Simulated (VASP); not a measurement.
# ErTi2P2 (I4/mmm) in VASP: density of states with PBE+U

Aim: the density of states of ErTi2P2 with PBE+U.

All numbers are computed with VASP 6.6.1; they aren't measurements. Logs are shortened: lines on timing, memory, paths and dates and some standing lists are left out, and cuts for length are marked.

## (1) The cell of the first run

The structure is tetragonal, space group I4/mmm (No. 139). The conventional cell has a = 3.925 Å, b = 3.925 Å, c = 9.496 Å, α = 90.00°, β = 90.00°, γ = 90.00°. Within 3.0 Å of Ti (site symmetry -4m2) lie 4 P at 2.30 Å and 4 Ti at 2.78 Å. Within 4.0 Å of Er (site symmetry 4/mmm) lie 10 P at 3.02 to 3.57 Å and 8 Ti at 3.08 Å and 4 Er at 3.93 Å. P (site symmetry 4mm) has 4 Ti at 2.30 Å and 1 P at 2.36 Å within 3.0 Å.

## (2) Density of states, PBE+U, collinear spin, ferromagnetic start

Input file POSCAR:

```
ErTi2P2
1.0
    0.0000000000      3.9252798800      0.0000000000
    3.9252798800      0.0000000000      0.0000000000
    1.9626394400      1.9626394400     -4.7482153800
Ti Er P
2 1 2
Direct
    0.7500000000      0.2500000000      0.5000000000
    0.2500000000      0.7500000000      0.5000000000
    0.0000000000      0.0000000000      0.0000000000
    0.3760000000      0.3760000000      0.2480000000
    0.6240000000      0.6240000000      0.7520000000
```

Input file INCAR.step1:

```
ALGO     = Normal         # electronic algorithm
EDIFF    = 1E-6           # SCF threshold, eV
ENCUT    = 520            # plane-wave cutoff, eV
GGA      = PE             # functional
ISIF     = 2              # what is computed and relaxed
ISMEAR   = -1             # smearing method
ISPIN    = 2              # spin polarisation
ISYM     = 0            
LASPH    = True           # aspherical terms in the spheres
LCHARG   = True           # write CHGCAR
LDAU     = True           # DFT+U
LDAUJ    = 0 0 0        
LDAUL    = 2 3 -1         # shell
LDAUPRINT= 1            
LDAUTYPE = 2            
LDAUU    = 5.37 5.46 0    # U, eV
LMAXMIX  = 6              # l up to which the mixer works
LREAL    = False          # projectors in reciprocal space
LWAVE    = False          # write WAVECAR
MAGMOM   = 1 1 3 0 0      # initial moments
NBANDS   = 40             # bands
NELM     = 150            # most SCF steps
PREC     = Accurate       # precision mode
SIGMA    = 0.1            # smearing width, eV
```

Input file KPOINTS.step1:

```
Automatic mesh
0
Gamma
  5 5 4
  0.5 0.5 0
```

Input file INCAR.step2:

```
ALGO     = Normal         # electronic algorithm
EDIFF    = 1E-6           # SCF threshold, eV
ENCUT    = 520            # plane-wave cutoff, eV
GGA      = PE             # functional
ICHARG   = 11             # starting density
ISIF     = 2              # what is computed and relaxed
ISMEAR   = -5             # smearing method
ISPIN    = 2              # spin polarisation
ISYM     = 0            
LASPH    = True           # aspherical terms in the spheres
LCHARG   = False          # write CHGCAR
LDAU     = True           # DFT+U
LDAUJ    = 0 0 0        
LDAUL    = 2 3 -1         # shell
LDAUPRINT= 1            
LDAUTYPE = 2            
LDAUU    = 5.37 5.46 0    # U, eV
LMAXMIX  = 6              # l up to which the mixer works
LORBIT   = 11             # projections on sites
LREAL    = False          # projectors in reciprocal space
LWAVE    = False          # write WAVECAR
MAGMOM   = 1 1 3 0 0      # initial moments
NBANDS   = 40             # bands
NEDOS    = 1001           # points of the DOS
NELM     = 150            # most SCF steps
PREC     = Accurate       # precision mode
SIGMA    = 0.1            # smearing width, eV
```

Input file KPOINTS.step2:

```
k-points
0
Gamma
  8 8 6
```

Potentials or basis: VASP PAW PBE potentials, release 64 (Ti_sv, Er, P).

Command:

```bash
> cat potpaw_PBE.64/Ti_sv/POTCAR potpaw_PBE.64/Er/POTCAR potpaw_PBE.64/P/POTCAR > POTCAR
> cp INCAR.step1 INCAR
> cp KPOINTS.step1 KPOINTS
> mpirun -np 1 vasp_std > vasp.out
> cp INCAR.step2 INCAR
> cp KPOINTS.step2 KPOINTS
> mpirun -np 1 vasp_std > vasp.out
```

OUTCAR:

```text
EDIFF = 1E-6
   ENCUT = 520
   GGA = PE
   ICHARG = 11
   ISIF = 2
   ISMEAR = -5
   ISPIN = 2
   ISYM = 0
   LASPH = True
   LORBIT = 11
   LREAL = False
   NELM = 150
   PREC = Accurate

 ion  position               nearest neighbor table
   1  0.750  0.250  0.500-   4 2.30   5 2.30   4 2.30   5 2.30   2 2.78   2 2.78   2 2.78   2 2.78
                             3 3.08   3 3.08   3 3.08   3 3.08
   2  0.250  0.750  0.500-   4 2.30   5 2.30   4 2.30   5 2.30   1 2.78   1 2.78   1 2.78   1 2.78
                             3 3.08   3 3.08   3 3.08   3 3.08
   3  0.000  0.000  0.000-   4 3.02   5 3.02   5 3.02   5 3.02   4 3.02   4 3.02   5 3.02   4 3.02
                             2 3.08   1 3.08   2 3.08   1 3.08   1 3.08   2 3.08   2 3.08   1 3.08
   4  0.376  0.376  0.248-   1 2.30   2 2.30   2 2.30   1 2.30   5 2.36   3 3.02   3 3.02   3 3.02
                             3 3.02
   5  0.624  0.624  0.752-   1 2.30   2 2.30   2 2.30   1 2.30   4 2.36   3 3.02   3 3.02   3 3.02
                             3 3.02

IMPORTANT INFORMATION: All symmetrisations will be switched off!
NOSYMM: (Re-)initialisation of all symmetry stuff for point group C_1.

----------------------------------------------------------------------------------------

                                     Primitive cell

  volume of cell :      73.1597

  direct lattice vectors                    reciprocal lattice vectors
     0.000000000  3.925279880  0.000000000     0.000000000  0.254758904  0.105302694
     3.925279880  0.000000000  0.000000000     0.254758904  0.000000000  0.105302694
     1.962639440  1.962639440 -4.748215380     0.000000000  0.000000000 -0.210605442

  length of vectors
     3.925279880  3.925279880  5.499950585     0.275664210  0.275664210  0.210605442

  position of ions in fractional coordinates (direct lattice)
     0.750000000  0.250000000  0.500000000
     0.250000000  0.750000000  0.500000000
     0.000000000  0.000000000  0.000000000
     0.376000000  0.376000000  0.248000000
     0.624000000  0.624000000  0.752000000

  ion indices of the primitive-cell ions
   primitive index   ion index
                 1           1
                 2           2
                 3           3
                 4           4
                 5           5

----------------------------------------------------------------------------------------

 KPOINTS: k-points

Automatic generation of k-mesh.
 Grid dimensions read from file:
 generate k-points for:    8    8    6

 Generating k-lattice:

  Cartesian coordinates                     Fractional coordinates (reciprocal lattice)
     0.000000000  0.031844863  0.013162837     0.125000000  0.000000000 -0.000000000
     0.031844863  0.000000000  0.013162837     0.000000000  0.125000000 -0.000000000
     0.000000000  0.000000000 -0.035100907     0.000000000  0.000000000  0.166666667

  Length of vectors
     0.034458026  0.034458026  0.035100907

  Shift w.r.t. Gamma in fractional coordinates (k-lattice)
     0.000000000  0.000000000  0.000000000

 -----------------------------------------------------------------------------
|                                                                             |
|           W    W    AA    RRRRR   N    N  II  N    N   GGGG   !!!           |
[... 88 lines left out ...]
   IALGO  =     38    algorithm
   IMIX   =      4    mixing-type and parameters
     AMIX     =   0.40;   BMIX     =  1.00
     AMIX_MAG =   1.60;   BMIX_MAG =  1.00
  volume/ion in A,a.u.               =      14.63        98.74
  Fermi-wavevector in a.u.,A,eV,Ry     =   1.497546  2.829952 30.513040  2.242645
  Thomas-Fermi vector in A             =   2.609420
   LORBIT       =     11    0 simple, 1 ext, 2 COOP (PROOUT), +10 PAW based schemes
 LDA+U is selected, type is set to LDAUTYPE =  2
   angular momentum for each species LDAUL =     2    3   -1
   U (eV)           for each species LDAUU =   5.4  5.5  0.0
   J (eV)           for each species LDAUJ =   0.0  0.0  0.0
   GGA     = PE    functional components
   LHFCALC =     F    Hartree Fock is set to
   AEXX    =    0.0000 exact exchange contribution
   IVDW    =     0    specifies the selected vdW correction
   LEPSILON=     F    determine dielectric tensor
   LRPA    =     F    only Hartree local field effects (RPA)
 spin polarized calculation
 Fermi weights with tetrahedron method with Bloechl corrections
  energy-cutoff  :      520.00
  volume of cell :       73.16
 maximum number of plane-waves:      2001
 NGX is ok and might be reduce to    30

atom =   1  type =  1  l = 2

 onsite density matrix

spin component  1
[... 87 lines left out ...]
  o =  0.0091  v =  0.0000  0.0000  0.0000  0.0000  0.0000  0.0000  0.0000 -0.0326 -0.0323  0.2081  0.3744  0.2745 -0.7827  0.3556      0.0000  0.0000  0.0000  0.0000  0.0000  0.0000  0.0000  0.0000  0.0000  0.0000  0.0000  0.0000  0.0000  0.0000
  o =  0.0109  v =  0.0000  0.0000  0.0000  0.0000  0.0000  0.0000  0.0000  0.2987  0.1586 -0.4378 -0.0743  0.2777  0.2613  0.7370      0.0000  0.0000  0.0000  0.0000  0.0000  0.0000  0.0000  0.0000  0.0000  0.0000  0.0000  0.0000  0.0000  0.0000
  o =  0.0207  v =  0.0000  0.0000  0.0000  0.0000  0.0000  0.0000  0.0000 -0.0539 -0.1944 -0.7918  0.4457  0.0567 -0.1216 -0.3400      0.0000  0.0000  0.0000  0.0000  0.0000  0.0000  0.0000  0.0000  0.0000  0.0000  0.0000  0.0000  0.0000  0.0000
  o =  0.9915  v =  0.0000  0.0000  0.0000  0.0000  0.0000  0.0000  0.0000 -0.1749 -0.0872  0.1473 -0.0404  0.9058  0.2343 -0.2512      0.0000  0.0000  0.0000  0.0000  0.0000  0.0000  0.0000  0.0000  0.0000  0.0000  0.0000  0.0000  0.0000  0.0000
  o =  0.9921  v =  0.0545 -0.0243 -0.1284 -0.1140  0.7639  0.1884  0.5899  0.0000  0.0000  0.0000  0.0000  0.0000  0.0000  0.0000      0.0000  0.0000  0.0000  0.0000  0.0000  0.0000  0.0000  0.0000  0.0000  0.0000  0.0000  0.0000  0.0000  0.0000
  o =  0.9927  v =  0.0000  0.0000  0.0000  0.0000  0.0000  0.0000  0.0000  0.8793 -0.0106  0.0128 -0.2094  0.1273 -0.2387 -0.3310      0.0000  0.0000  0.0000  0.0000  0.0000  0.0000  0.0000  0.0000  0.0000  0.0000  0.0000  0.0000  0.0000  0.0000
  o =  0.9932  v =  0.0000  0.0000  0.0000  0.0000  0.0000  0.0000  0.0000 -0.3185  0.0825 -0.3387 -0.7613  0.0701 -0.4371 -0.0380      0.0000  0.0000  0.0000  0.0000  0.0000  0.0000  0.0000  0.0000  0.0000  0.0000  0.0000  0.0000  0.0000  0.0000
  o =  0.9939  v = -0.1179  0.0349  0.8602 -0.1495 -0.1801  0.3126  0.3040  0.0000  0.0000  0.0000  0.0000  0.0000  0.0000  0.0000      0.0000  0.0000  0.0000  0.0000  0.0000  0.0000  0.0000  0.0000  0.0000  0.0000  0.0000  0.0000  0.0000  0.0000
  o =  0.9941  v = -0.3229  0.0303  0.2408  0.2403  0.1200 -0.8401  0.2429  0.0000  0.0000  0.0000  0.0000  0.0000  0.0000  0.0000      0.0000  0.0000  0.0000  0.0000  0.0000  0.0000  0.0000  0.0000  0.0000  0.0000  0.0000  0.0000  0.0000  0.0000
  o =  0.9951  v =  0.0000  0.0000  0.0000  0.0000  0.0000  0.0000  0.0000 -0.0402  0.9599 -0.0384  0.1746  0.0525 -0.0379 -0.2019      0.0000  0.0000  0.0000  0.0000  0.0000  0.0000  0.0000  0.0000  0.0000  0.0000  0.0000  0.0000  0.0000  0.0000
  o =  0.9953  v =  0.5087  0.0835  0.4209  0.2015  0.4899 -0.0938 -0.5174  0.0000  0.0000  0.0000  0.0000  0.0000  0.0000  0.0000      0.0000  0.0000  0.0000  0.0000  0.0000  0.0000  0.0000  0.0000  0.0000  0.0000  0.0000  0.0000  0.0000  0.0000
  o =  0.9960  v = -0.7244  0.1892  0.0328 -0.2946  0.3467  0.1258 -0.4642  0.0000  0.0000  0.0000  0.0000  0.0000  0.0000  0.0000      0.0000  0.0000  0.0000  0.0000  0.0000  0.0000  0.0000  0.0000  0.0000  0.0000  0.0000  0.0000  0.0000  0.0000
  o =  0.9963  v = -0.2968 -0.0920 -0.0103  0.8750  0.0509  0.3675  0.0073  0.0000  0.0000  0.0000  0.0000  0.0000  0.0000  0.0000      0.0000  0.0000  0.0000  0.0000  0.0000  0.0000  0.0000  0.0000  0.0000  0.0000  0.0000  0.0000  0.0000  0.0000
  o =  0.9973  v = -0.0848 -0.9727  0.0850 -0.1178  0.0829 -0.0380 -0.1317  0.0000  0.0000  0.0000  0.0000  0.0000  0.0000  0.0000      0.0000  0.0000  0.0000  0.0000  0.0000  0.0000  0.0000  0.0000  0.0000  0.0000  0.0000  0.0000  0.0000  0.0000

 number of electron      56.0000000 magnetization       2.8716217

 Free energy of the ion-electron system (eV)
  ---------------------------------------------------
  ext. energy  EPLUGINS =         0.00000000
  ---------------------------------------------------
  free energy    TOTEN  =       -25.21678127 eV

  energy without entropy =      -25.21678127  energy(sigma->0) =      -25.21678127

 E-fermi :   9.7183     XC(G=0): -12.2830

 val. band max:        9.9066504605   @ k =   0.5000   0.0000   0.5000
 cond. band min:       9.6529686810   @ k =   0.0000   0.0000   0.0000
 fundamental gap:     -0.2536817795
 Fermi energy:         9.7183184141

 spin component 1

 k-point     1 :       0.0000    0.0000    0.0000
  band No.  band energies     occupation
      1     -47.6149      1.00000
      2     -47.4630      1.00000
      3     -41.1898      1.00000
      4     -24.1308      1.00000
      5     -24.1192      1.00000
      6     -24.0257      1.00000
[... 2057 lines left out ...]
     39      14.6820      0.00000
     40      15.0462      0.00000

 [... further k-points ...]
[... 5 lines left out ...]
  --------------------------------------------------------------------------------------
  -------------------------------------------------------------------------------------
  Total       16.1324927     16.3370361     23.0139099      0.0077769      0.0612055     -0.0245364
  in kB      353.2973611    357.7768079    503.9985926      0.1703131      1.3403840     -0.5373397
  external PRESSURE =     405.0242539 kB  Pullay stress =       0.0000000 kB

 VOLUME and BASIS-vectors are now :
 -----------------------------------------------------------------------------
  energy-cutoff  :      520.00
  volume of cell :       73.16
      direct lattice vectors                 reciprocal lattice vectors
     0.000000000  3.925279880  0.000000000     0.000000000  0.254758904  0.105302694
     3.925279880  0.000000000  0.000000000     0.254758904  0.000000000  0.105302694
     1.962639440  1.962639440 -4.748215380     0.000000000  0.000000000 -0.210605442

 POSITION                                       TOTAL-FORCE (eV/Angst)
 -----------------------------------------------------------------------------------
      1.96264      3.92528     -2.37411         0.010360      0.007890      0.035499
      3.92528      1.96264     -2.37411        -0.010354     -0.007906     -0.035510
      0.00000      0.00000      0.00000        -0.000006      0.000017      0.000010
      1.96264      1.96264     -1.17756         0.001972      0.003448      4.072201
      3.92528      3.92528     -3.57066        -0.001971     -0.003449     -4.072200
 -----------------------------------------------------------------------------------
    total drift:                               -0.000023     -0.000019      0.000016

  FREE ENERGIE OF THE ION-ELECTRON SYSTEM (eV)
  ---------------------------------------------------
  free  energy   TOTEN  =       -25.2167812713 eV

  energy  without entropy=      -25.2167812713  energy(sigma->0) =      -25.21678127

 total charge

# of ion       s       p       d       f       tot
--------------------------------------------------
    1        2.243   6.272   2.064   0.000  10.579
    2        2.243   6.272   2.064   0.000  10.579
    3        2.103   5.791   0.692  10.970  19.555
    4        1.027   1.622   0.000   0.000   2.649
    5        1.027   1.622   0.000   0.000   2.649
--------------------------------------------------
tot          8.643  21.579   4.820  10.970  46.012

 magnetization (x)

# of ion       s       p       d       f       tot
--------------------------------------------------
    1       -0.001  -0.002  -0.064   0.000  -0.066
    2       -0.001  -0.002  -0.064   0.000  -0.067
    3        0.003  -0.022   0.052   2.952   2.984
    4       -0.000  -0.003   0.000   0.000  -0.004
    5       -0.000  -0.003   0.000   0.000  -0.004
--------------------------------------------------
tot          0.001  -0.032  -0.076   2.952   2.844
```

Wall time 42 min (1 thread of Intel Xeon 6975P-C (Granite Rapids), shared host); peak memory 0.89 GiB.

Results:

| Property | Result |
| --- | --- |
| Net moment | 2.87 μB per cell |
| Site moments | Ti -0.07; Er +2.98; P -0.00 μB |
| Valence electrons inside the program's atomic spheres | Ti 10.58; Er 19.55; P 2.65 |

Eigenvalues of the final occupation matrices:
```tsv
site	spin	trace	eigenvalues
site 1 d	1	1.02	0.14 0.19 0.19 0.19 0.31
site 1 d	2	1.08	0.14 0.19 0.20 0.22 0.33
site 2 d	1	1.02	0.14 0.19 0.19 0.19 0.31
site 2 d	2	1.08	0.14 0.19 0.20 0.22 0.33
site 3 f	1	6.97	0.99 0.99 0.99 1.00 1.00 1.00 1.00
site 3 f	2	4.01	0.01 0.01 0.02 0.99 0.99 0.99 1.00
```

Caveat: the magnetic or orbital state may not be the lowest; spin-orbit coupling is left out, which moves the levels of the heavy elements; tetrahedron occupations give inexact forces and stress in metals. The state reached can hang on the start; a lower one may exist.
